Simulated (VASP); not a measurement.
A run of VASP 6.6.1:

The input INCAR:

```
SYSTEM = Al
PREC     = Accurate       ! precision mode
ENCUT    = 600            ! plane-wave cutoff, eV
EDIFF    = 1E-6           ! SCF threshold, eV
ISMEAR   = -1             ! smearing method
SIGMA    = 0.05           ! smearing width, eV
LREAL    = .False.        ! projectors in reciprocal space
LASPH    = .True.         ! aspherical terms in the spheres
NELM     = 80             ! most SCF steps
ALGO     = Normal         ! electronic algorithm
ISIF     = 8              ! what is computed and relaxed
LWAVE    = .False.        ! write WAVECAR
LCHARG   = .False.        ! write CHGCAR
GGA      = CA             ! functional
IBRION   = 2              ! ionic algorithm
NSW      = 80             ! ionic steps
EDIFFG   = -0.01          ! ionic threshold
```

The input KPOINTS:

```
Automatic mesh
0
Gamma
  18 18 18
  0 0 0
```

The input POSCAR:

```
Al
1.0
    0.0000000000      2.0248050000      2.0248050000
    2.0248050000      0.0000000000      2.0248050000
    2.0248050000      2.0248050000      0.0000000000
Al
1
Direct
    0.0000000000      0.0000000000      0.0000000000
```

Potentials or basis: VASP PAW LDA potentials, release 64 (Al).

The run is started by

```sh
$ cat potpaw_LDA.64/Al/POTCAR > POTCAR
$ mpirun -np 1 vasp_std > vasp.out
```

Hardware: 1 thread of Intel(R) Xeon(R) Platinum 8259CL CPU @ 2.50GHz (Skylake/Cascade Lake) (shared host).

Problem. How long does it take, and how much memory?

Solution. Run time: 13 s on 1 thread of Intel(R) Xeon(R) Platinum 8259CL CPU @ 2.50GHz (Skylake/Cascade Lake), on a shared host, peak memory 0.14 GiB. Counts: scf iterations 18, k points 195, ion steps 3.
